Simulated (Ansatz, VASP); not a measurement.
# Two plane-wave programs on BP

The input INCAR:

```
ALGO     = Normal         # electronic algorithm
EDIFF    = 1E-6           # SCF threshold, eV
ENCUT    = 520            # plane-wave cutoff, eV
GGA      = PE             # functional
ISIF     = 2              # what is computed and relaxed
ISMEAR   = 0              # smearing method
LASPH    = True           # aspherical terms in the spheres
LCHARG   = True           # write CHGCAR
LELF     = True           # ELF
LREAL    = False          # projectors in reciprocal space
LVHAR    = True         
LWAVE    = False          # write WAVECAR
NBANDS   = 11             # bands
NELM     = 80             # most SCF steps
PREC     = Accurate       # precision mode
SIGMA    = 0.02           # smearing width, eV
```

The input KPOINTS:

```
k-points
0
Gamma
  10 10 10
```

The input POSCAR:

```
BP
1.0
    0.0000000000      2.2754212700      2.2754212700
    2.2754212700      0.0000000000      2.2754212700
    2.2754212700      2.2754212700      0.0000000000
B P
1 1
Direct
    0.0000000000      0.0000000000      0.0000000000
    0.7500000000      0.7500000000      0.7500000000
```

Input for Ansatz:

```yaml
crystal:
  lattice:
    - [0.0, 2.27542127, 2.27542127]
    - [2.27542127, 0.0, 2.27542127]
    - [2.27542127, 2.27542127, 0.0]
  atoms:
    - { symbol: B, position: [0.0, 0.0, 0.0] }
    - { symbol: P, position: [0.75, 0.75, 0.75] }
basis:
  ecutwfc: 420
kpoints:
  mp_grid: { grid: [10, 10, 10] }
hamiltonian:
  xc: pbe
scf:
  occupations: { method: gaussian, width: 0.02 }
output:
  forces: true
  stress: true
  eigenvalues: true
```

Alike in both runs: task single point; functional PBE; k mesh 10 × 10 × 10; occupations gaussian, width 0.02 eV; no spin polarisation.

```csv
,VASP,Ansatz
version,VASP 6.6.1,Ansatz 0.2.0
potentials or method,"VASP PAW PBE potentials, release 64 (B, P), cutoff 520 eV","scalar-relativistic, plane waves, PAW"
valence electrons in the cell,8,8
```

|  | VASP | Ansatz | Ansatz less VASP |
| --- | --- | --- | --- |
| gap on the k mesh at the Fermi level (eV) | 1.25 | 1.25 | +0.004 |
| least direct gap on the mesh (eV) | 3.39 | 3.39 | +0.003 |
| pressure (GPa) | -0.5 | -0.3 | +0.24 |

The functional is the same, so the differences come from potentials, cutoffs and numerics.
